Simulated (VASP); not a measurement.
Here is a VASP 6.6.1 calculation.

The input INCAR:

```
PREC = Accurate
ENCUT = 520
EDIFF = 1E-6
ISMEAR = -1
SIGMA = 0.05
LREAL = F
LASPH = T
NELM = 80
ALGO = Normal
ISIF = 2
LWAVE = F
LCHARG = T
GGA = PS
LELF = T
LVHAR = T
NBANDS = 8
```

The input KPOINTS:

```
Automatic mesh
0
Gamma
  12 12 12
```

The input POSCAR:

```
Sb
1.0
   -1.5972865120      1.5972865120      2.7476259243
    1.5972865120     -1.5972865120      2.7476259243
    1.5972865120      1.5972865120     -2.7476259243
Sb
1
Direct
    0.0000000000      0.0000000000      0.0000000000
```

Potentials or basis: VASP PAW PBE potentials, release 64 (Sb).

The run is started by

```sh
$ cat potpaw_PBE.64/Sb/POTCAR > POTCAR
$ mpirun -np 1 vasp_std > vasp.out
```

(1) Predict the pressure.

Results:

(1) -3.5 GPa.

Caveat: the PAW data sets were made with another functional, which shifts forces and pressure a little.
